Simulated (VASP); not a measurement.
# BaO (Fm-3m) in VASP: notebook

BaO is run at these levels: PBE, HSE06, r2SCAN; tasks: band structure.

Everything below comes from runs of VASP 6.6.1. Logs are shortened: lines on timing, memory, paths and dates and some standing lists are left out, and cuts for length are marked.

### Step 1. The cell of the first run

Symmetry: Fm-3m, No. 225, cubic system. Conventional cell: a = 5.613 Å, b = 5.613 Å, c = 5.613 Å, α = 90.00°, β = 90.00°, γ = 90.00°. Within 3.7 Å of Ba (site symmetry m-3m) lie 6 O at 2.81 Å. O (site symmetry m-3m) has 6 Ba at 2.81 Å within 3.7 Å.

### Step 2. Band structure, PBE

POSCAR reads:

```
BaO                                     
1.0
    0.0000000000      2.8066082545      2.8066082545
    2.8066082545     -0.0000000000      2.8066082545
    2.8066082545      2.8066082545     -0.0000000000
  Ba              O             
     1     1
Direct
     0.0000000000000000    0.0000000000000000    0.0000000000000000
     0.5000000000000000    0.5000000000000000    0.5000000000000000
```

INCAR.step1 reads:

```
SYSTEM = BaO
  ALGO = Fast
  EDIFF = 1E-7
  ENCUT = 520
  GGA = PE
  ISIF = 2
  ISMEAR = 0
  KPAR = 4
  LASPH = .TRUE.
  LCHARG = .TRUE.
  LREAL = .FALSE.
  LWAVE = .FALSE.
  NBANDS = 15
  NELM = 60
  PREC = Accurate
  SIGMA = 0.02
```

KPOINTS.step1 reads:

```
k-points
0
G
  8 8 8
  0 0 0
```

INCAR.step2 reads:

```
SYSTEM = BaO
  ALGO = Fast
  EDIFF = 1E-7
  ENCUT = 520
  GGA = PE
  ICHARG = 11
  ISIF = 2
  ISMEAR = 0
  KPAR = 4
  LASPH = .TRUE.
  LCHARG = .FALSE.
  LREAL = .FALSE.
  LWAVE = .FALSE.
  NBANDS = 15
  NELM = 60
  PREC = Accurate
  SIGMA = 0.05
```

KPOINTS.step2 reads:

```
path GXWKGLUWLK,UX
15
line-mode
reciprocal
 0.0000000000  0.0000000000  0.0000000000  G
 0.5000000000  0.0000000000  0.5000000000  X

 0.5000000000  0.0000000000  0.5000000000  X
 0.5000000000  0.2500000000  0.7500000000  W

 0.5000000000  0.2500000000  0.7500000000  W
 0.3750000000  0.3750000000  0.7500000000  K

 0.3750000000  0.3750000000  0.7500000000  K
 0.0000000000  0.0000000000  0.0000000000  G

 0.0000000000  0.0000000000  0.0000000000  G
 0.5000000000  0.5000000000  0.5000000000  L

 0.5000000000  0.5000000000  0.5000000000  L
 0.6250000000  0.2500000000  0.6250000000  U

 0.6250000000  0.2500000000  0.6250000000  U
 0.5000000000  0.2500000000  0.7500000000  W

 0.5000000000  0.2500000000  0.7500000000  W
 0.5000000000  0.5000000000  0.5000000000  L

 0.5000000000  0.5000000000  0.5000000000  L
 0.3750000000  0.3750000000  0.7500000000  K

 0.6250000000  0.2500000000  0.6250000000  U
 0.5000000000  0.0000000000  0.5000000000  X
```

Potentials or basis: VASP PAW PBE potentials, release 64 (Ba_sv, O).

Command:

```
cat potpaw_PBE.64/Ba_sv/POTCAR potpaw_PBE.64/O/POTCAR > POTCAR
cp INCAR.step1 INCAR
cp KPOINTS.step1 KPOINTS
mpirun -np 4 vasp_std > vasp.out
cp INCAR.step2 INCAR
cp KPOINTS.step2 KPOINTS
mpirun -np 4 vasp_std > vasp.out
```

OUTCAR:

```text
SYSTEM = BaO
   EDIFF = 1E-7
   ENCUT = 520
   GGA = PE
   ICHARG = 11
   ISIF = 2
   ISMEAR = 0
   LASPH = .TRUE.
   LREAL = .FALSE.
   NELM = 60
   PREC = Accurate

 ion  position               nearest neighbor table
   1  0.000  0.000  0.000-   2 2.81   2 2.81   2 2.81   2 2.81   2 2.81   2 2.81
   2  0.500  0.500  0.500-   1 2.81   1 2.81   1 2.81   1 2.81   1 2.81   1 2.81

  LATTYP: Found a face centered cubic cell.
 ALAT       =     5.6132165090

  Lattice vectors:

 A1 = (   0.0000000000,   2.8066082545,   2.8066082545)
 A2 = (   2.8066082545,   0.0000000000,   2.8066082545)
 A3 = (   2.8066082545,   2.8066082545,   0.0000000000)

Analysis of symmetry for initial positions (statically):
=====================================================================
 Subroutine PRICEL returns:
 Original cell was already a primitive cell.

 Routine SETGRP: Setting up the symmetry group for a
 face centered cubic supercell.

 Subroutine GETGRP returns: Found 48 space group operations
 (whereof 48 operations were pure point group operations)
 out of a pool of 48 trial point group operations.

The static configuration has the point symmetry O_h .

Analysis of symmetry for dynamics (positions and initial velocities):
=====================================================================
 Subroutine PRICEL returns:
 Original cell was already a primitive cell.

 Routine SETGRP: Setting up the symmetry group for a
 face centered cubic supercell.

 Subroutine GETGRP returns: Found 48 space group operations
 (whereof 48 operations were pure point group operations)
 out of a pool of 48 trial point group operations.

The dynamic configuration has the point symmetry O_h .

 Subroutine INISYM returns: Found 48 space group operations
 (whereof 48 operations are pure point group operations),
 and found     1 'primitive' translations

----------------------------------------------------------------------------------------

                                     Primitive cell

  volume of cell :      44.2156

  direct lattice vectors                    reciprocal lattice vectors
     0.000000000  2.806608254  2.806608254    -0.178150976  0.178150976  0.178150976
     2.806608254  0.000000000  2.806608254     0.178150976 -0.178150976  0.178150976
     2.806608254  2.806608254  0.000000000     0.178150976  0.178150976 -0.178150976

  length of vectors
     3.969143458  3.969143458  3.969143458     0.308566542  0.308566542  0.308566542

  position of ions in fractional coordinates (direct lattice)
     0.000000000  0.000000000  0.000000000
     0.500000000  0.500000000  0.500000000

  ion indices of the primitive-cell ions
   primitive index   ion index
                 1           1
                 2           2

----------------------------------------------------------------------------------------

 KPOINTS: path GXWKGLUWLK,UX

Interpolating k-points between supplied coordinates.

 Line segments in fractional coordinates (reciprocal lattice):
    0.000000  0.000000  0.000000  ...  0.500000  0.000000  0.500000
    0.500000  0.000000  0.500000  ...  0.500000  0.250000  0.750000
    0.500000  0.250000  0.750000  ...  0.375000  0.375000  0.750000
    0.375000  0.375000  0.750000  ...  0.000000  0.000000  0.000000
    0.000000  0.000000  0.000000  ...  0.500000  0.500000  0.500000
    0.500000  0.500000  0.500000  ...  0.625000  0.250000  0.625000
    0.625000  0.250000  0.625000  ...  0.500000  0.250000  0.750000
    0.500000  0.250000  0.750000  ...  0.500000  0.500000  0.500000
    0.500000  0.500000  0.500000  ...  0.375000  0.375000  0.750000
    0.625000  0.250000  0.625000  ...  0.500000  0.000000  0.500000

 Generated    15 points on each line segment, for a total of    150 k-points:

 Following reciprocal coordinates:
            Coordinates               Weight
  0.000000  0.000000  0.000000      0.006667
  0.035714  0.000000  0.035714      0.006667
  0.071429  0.000000  0.071429      0.006667
  0.107143  0.000000  0.107143      0.006667
  0.142857  0.000000  0.142857      0.006667
  0.178571  0.000000  0.178571      0.006667
[... 16 lines left out ...]
  0.500000  0.125000  0.625000      0.006667
  0.500000  0.142857  0.642857      0.006667
 [... further k-points ...]
   k-points           NKPTS =    150   k-points in BZ     NKDIM =    150   number of bands    NBANDS=     15
   number of dos      NEDOS =    301   number of ions     NIONS =      2
   total plane-waves  NPLWV =  27000
   dimension x,y,z NGX =    30 NGY =   30 NGZ =   30
   dimension x,y,z NGXF=    60 NGYF=   60 NGZF=   60
   ions per type =               1   1
   NGX,Y,Z   is equivalent  to a cutoff of  12.57, 12.57, 12.57 a.u.
   NGXF,Y,Z  is equivalent  to a cutoff of  25.13, 25.13, 25.13 a.u.
 SYSTEM =  BaO
   PREC   = accura    normal or accurate (medium, high low for compatibility)
   ISTART =      0    job   : 0-new  1-cont  2-samecut
   ICHARG =     11    charge: 1-file 2-atom 10-const
   ISPIN  =      1    spin polarized calculation?
   LNONCOLLINEAR =      F non collinear calculations
   LSORBIT =      F    spin-orbit coupling
   LASPH  =      T    aspherical Exc in radial PAW
   ENCUT  =  520.0 eV  38.22 Ry    6.18 a.u.   7.38  7.38  7.38*2*pi/ulx,y,z
   NELM   =     60;   NELMIN=  2; NELMDL=  0     # of ELM steps
   EDIFF  = 0.1E-06   stopping-criterion for ELM
   LREAL  =      F    real-space projection
   EDIFFG = 0.1E-05   stopping-criterion for IOM
   NSW    =      0    number of steps for IOM
   IBRION =     -1    ionic relax: 0-MD 1-quasi-New 2-CG
   NFREE  =      0    steps in history (QN), initial steepest desc. (CG)
   ISIF   =      2    stress and relaxation
   ISYM   =      2    0-nonsym 1-usesym 2-fastsym
   POTIM  = 0.5000    time-step for ionic-motion
   TEBEG  =    0.0;   TEEND  =   0.0 temperature during run
   PSTRESS=    0.0 pullay stress
   NELECT =      16.0000    total number of electrons
   NUPDOWN=      -1.0000    fix difference up-down
   EMIN   =  10.00;   EMAX   =-10.00  energy-range for DOS
   EFERMI =   0.00;   METHOD = LEGACY
   ISMEAR =     0;   SIGMA  =   0.05  broadening in eV -4-tet -1-fermi 0-gaus
   EFERMI_NEDOS =   21; number of points for ismear=-14 and -15
   IALGO  =     68    algorithm
   IMIX   =      4    mixing-type and parameters
     AMIX     =   0.40;   BMIX     =  1.00
     AMIX_MAG =   1.60;   BMIX_MAG =  1.00
  volume/ion in A,a.u.               =      22.11       149.19
  Fermi-wavevector in a.u.,A,eV,Ry     =   1.166603  2.204560 18.517015  1.360962
  Thomas-Fermi vector in A             =   2.303114
   LORBIT       =      0    0 simple, 1 ext, 2 COOP (PROOUT), +10 PAW based schemes
   GGA     = PE    functional components
   LHFCALC =     F    Hartree Fock is set to
   AEXX    =    0.0000 exact exchange contribution
   IVDW    =     0    specifies the selected vdW correction
   LEPSILON=     F    determine dielectric tensor
   LRPA    =     F    only Hartree local field effects (RPA)
 non-spin polarized calculation
 RMM-DIIS sequential band-by-band and
 Gauss-broadening in eV      SIGMA  =   0.05
  energy-cutoff  :      520.00
  volume of cell :       44.22
 maximum number of plane-waves:      1243
 NGX is ok and might be reduce to    30

 number of electron      16.0000003 magnetization

 Free energy of the ion-electron system (eV)
  ---------------------------------------------------
  ext. energy  EPLUGINS =         0.00000000
  ---------------------------------------------------
  free energy    TOTEN  =       -11.32644967 eV

  energy without entropy =      -11.32644967  energy(sigma->0) =      -11.32644967

 E-fermi :   1.8578     XC(G=0):  -9.4369

 val. band max:        1.6052200791   @ k =   0.5000   0.0000   0.5000
 cond. band min:       3.7074169529   @ k =   0.5000   0.0000   0.5000
 fundamental gap:      2.1021968738
 Fermi energy:         1.8578021069

 k-point     1 :       0.0000    0.0000    0.0000
  band No.  band energies     occupation
      1     -24.3128      2.00000
      2     -13.2946      2.00000
      3      -8.8976      2.00000
      4      -8.8976      2.00000
      5      -8.8976      2.00000
      6       1.3633      2.00000
      7       1.3633      2.00000
      8       1.3633      2.00000
      9       4.9834      0.00000
     10       6.3061      0.00000
     11       6.3061      0.00000
     12       6.3061      0.00000
     13       8.4731      0.00000
     14       8.4731      0.00000
     15      11.5467      0.00000

 k-point     2 :       0.0357    0.0000    0.0357
  band No.  band energies     occupation
      1     -24.3094      2.00000
      2     -13.3049      2.00000
      3      -8.9044      2.00000
      4      -8.9044      2.00000
      5      -8.8921      2.00000
      6       1.2871      2.00000
      7       1.3599      2.00000
      8       1.3599      2.00000
      9       5.0574      0.00000
     10       6.2444      0.00000
     11       6.3575      0.00000
     12       6.3575      0.00000
     13       8.4902      0.00000
     14       8.5408      0.00000
     15      11.6540      0.00000

 k-point     3 :       0.0714    0.0000    0.0714
  band No.  band energies     occupation
      1     -24.2991      2.00000
      2     -13.3341      2.00000
      3      -8.9245      2.00000
      4      -8.9245      2.00000
      5      -8.8795      2.00000
      6       1.0911      2.00000
      7       1.3509      2.00000
      8       1.3509      2.00000
      9       5.2513      0.00000
     10       6.0739      0.00000
     11       6.5090      0.00000
     12       6.5090      0.00000
     13       8.5412      0.00000
     14       8.7360      0.00000
     15      11.9613      0.00000
[... 343 lines left out ...]
 k-point    23 :       0.5000    0.1250    0.6250
  band No.  band energies     occupation
      1     -24.0371      2.00000
      2     -13.5181      2.00000
      3     -10.1044      2.00000
      4      -9.5415      2.00000
      5      -9.1914      2.00000
      6       0.9369      2.00000
      7       1.4303      2.00000
      8       1.5414      2.00000
      9       4.4380      0.00000
     10       7.9012      0.00000
     11       8.5187      0.00000
     12      10.6812      0.00000
     13      11.1012      0.00000
     14      13.0287      0.00000
     15      13.5912      0.00000

 k-point    24 :       0.5000    0.1429    0.6429
  band No.  band energies     occupation
      1     -24.0366      2.00000
      2     -13.5374      2.00000
      3     -10.0736      2.00000
      4      -9.5775      2.00000
      5      -9.1421      2.00000
      6       0.8201      2.00000
      7       1.4205      2.00000
      8       1.5249      2.00000
      9       4.6419      0.00000
     10       7.9917      0.00000
     11       8.1742      0.00000
     12      10.7728      0.00000
     13      11.1033      0.00000
     14      13.2860      0.00000
     15      13.4661      0.00000

 [... further k-points ...]
[... 5 lines left out ...]
  --------------------------------------------------------------------------------------
  -------------------------------------------------------------------------------------
  Total        2.8427501      2.8427501      2.8427501      0.0000000     -0.0000000      0.0000000
  in kB      103.0086933    103.0086933    103.0086933      0.0000000     -0.0000000      0.0000000
  external PRESSURE =     103.0086933 kB  Pullay stress =       0.0000000 kB

 VOLUME and BASIS-vectors are now :
 -----------------------------------------------------------------------------
  energy-cutoff  :      520.00
  volume of cell :       44.22
      direct lattice vectors                 reciprocal lattice vectors
     0.000000000  2.806608254  2.806608254    -0.178150976  0.178150976  0.178150976
     2.806608254  0.000000000  2.806608254     0.178150976 -0.178150976  0.178150976
     2.806608254  2.806608254  0.000000000     0.178150976  0.178150976 -0.178150976

 POSITION                                       TOTAL-FORCE (eV/Angst)
 -----------------------------------------------------------------------------------
      0.00000      0.00000      0.00000         0.000000     -0.000000     -0.000000
      2.80661      2.80661      2.80661        -0.000000      0.000000      0.000000
 -----------------------------------------------------------------------------------
    total drift:                                0.000000      0.000000      0.000000

  FREE ENERGIE OF THE ION-ELECTRON SYSTEM (eV)
  ---------------------------------------------------
  free  energy   TOTEN  =       -11.3264496729 eV

  energy  without entropy=      -11.3264496729  energy(sigma->0) =      -11.32644967
```

Run time: 20 s. Hardware: 4 MPI ranks of Intel Xeon 6975P-C (Granite Rapids), shared host; peak memory 0.22 GiB.

Results:

| Quantity | Value |
| --- | --- |
| Band gap on the k mesh | 2.10 eV |
| Band gap along the path | 2.10 eV |

Levels at the corners of the path, in eV from the valence-band top:
| point | band 6 | band 7 | band 8 | band 9 | band 10 | band 11 |
| --- | --- | --- | --- | --- | --- | --- |
| Γ | -0.24 | -0.24 | -0.24 | 3.38 | 4.70 | 4.70 |
| X | -0.10 | -0.10 | 0.00 | 2.10 | 5.82 | 8.71 |
| X | -0.10 | -0.10 | 0.00 | 2.10 | 5.82 | 8.71 |
| W | -1.17 | -0.17 | -0.17 | 4.61 | 4.61 | 6.67 |
| W | -1.17 | -0.17 | -0.17 | 4.61 | 4.61 | 6.67 |
| K | -0.83 | -0.63 | -0.13 | 3.47 | 6.46 | 6.80 |
| K | -0.83 | -0.63 | -0.13 | 3.47 | 6.46 | 6.80 |
| Γ | -0.24 | -0.24 | -0.24 | 3.38 | 4.70 | 4.70 |
| Γ | -0.24 | -0.24 | -0.24 | 3.38 | 4.70 | 4.70 |
| L | -1.84 | -1.30 | -1.30 | 4.88 | 7.04 | 7.04 |
| L | -1.84 | -1.30 | -1.30 | 4.88 | 7.04 | 7.04 |
| U | -0.83 | -0.63 | -0.13 | 3.47 | 6.46 | 6.80 |
| U | -0.83 | -0.63 | -0.13 | 3.47 | 6.46 | 6.80 |
| W | -1.17 | -0.17 | -0.17 | 4.61 | 4.61 | 6.67 |
| W | -1.17 | -0.17 | -0.17 | 4.61 | 4.61 | 6.67 |
| L | -1.84 | -1.30 | -1.30 | 4.88 | 7.04 | 7.04 |
| L | -1.84 | -1.30 | -1.30 | 4.88 | 7.04 | 7.04 |
| K | -0.83 | -0.63 | -0.13 | 3.47 | 6.46 | 6.80 |
| U | -0.83 | -0.63 | -0.13 | 3.47 | 6.46 | 6.80 |
| X | -0.10 | -0.10 | 0.00 | 2.10 | 5.82 | 8.71 |

Caveat: the log is that of the step along the path at fixed density, whose energy, stress, charges and moments have no meaning; spin-orbit coupling is left out, which moves the levels of the heavy elements.

(Continued in part 2 of 4.)
